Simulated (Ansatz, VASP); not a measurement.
**Al in VASP and in Ansatz**

Contents of INCAR:

```
SYSTEM = Al
PREC = Accurate
ENCUT = 520
EDIFF = 1E-6
ISMEAR = 0
SIGMA = 0.15
LREAL = .FALSE.
LASPH = .TRUE.
NELM = 100
ALGO = Fast
ISIF = 2
LWAVE = .FALSE.
LCHARG = .TRUE.
GGA = PE
IVDW = 12
LELF = .TRUE.
LVHAR = .TRUE.
NBANDS = 14
```

The input KPOINTS:

```
Automatic mesh
0
G
  18 18 4
  0 0 0
```

File POSCAR:

```
Al
1.0
    2.8144222650      0.0000000000      0.0000000000
   -1.4072111325      2.4373611785      0.0000000000
    0.0000000000      0.0000000000      9.2410470710
Al
4
Direct
    0.0000000000      0.0000000000      0.0000000000
    0.4482116708      0.8964233416      0.1742510081
    0.0000000000      0.0000000000      0.5000000000
    0.6666666667      0.3333333333      0.7500000000
```

Input for Ansatz:

```yaml
crystal:
  lattice:
    - [2.814422265, 0.0, 0.0]
    - [-1.4072111325, 2.4373611785, 0.0]
    - [0.0, 0.0, 9.241047071]
  atoms:
    - { symbol: Al, position: [0.0, 0.0, 0.0] }
    - { symbol: Al, position: [0.4482116708, 0.8964233416, 0.1742510081] }
    - { symbol: Al, position: [0.0, 0.0, 0.5] }
    - { symbol: Al, position: [0.6666666667, 0.3333333333, 0.75] }
basis:
  ecutwfc: 420
kpoints:
  mp_grid: { grid: [18, 18, 4] }
hamiltonian:
  xc: pbe
  pseudopotentials: { kind: paw, azcp: { folder: soft_1 } }
  dispersion: d3bj
scf:
  occupations: { method: gaussian, width: 0.15 }
output:
  forces: true
  stress: true
  eigenvalues: true
```

Alike in both runs: task single point; functional PBE; dispersion D3(BJ); k mesh 18 × 18 × 4; occupations gaussian, width 0.15 eV; no spin polarisation.

|  | VASP | Ansatz |
| --- | --- | --- |
| version | VASP 6.6.1 | Ansatz 0.2.0 |
| potentials or method | VASP PAW PBE potentials, release 64 (Al), cutoff 520 eV | scalar-relativistic, plane waves, PAW |
| valence electrons in the cell | 12 | 12 |

```csv
,VASP,Ansatz,Ansatz less VASP
gap on the k mesh at the Fermi level (eV),none,none,-
pressure (GPa),14.3,14.2,-0.03
"traceless stress, the component that is largest in VASP (GPa)",-13.05,-13.03,+0.025
rms of the force components (eV/Å),2.968,2.963,-0.0043
```

Atom by atom the forces differ by 0.004 eV/Å (rms over components). A gap of «none» marks a metal or a gap that the smearing closes.
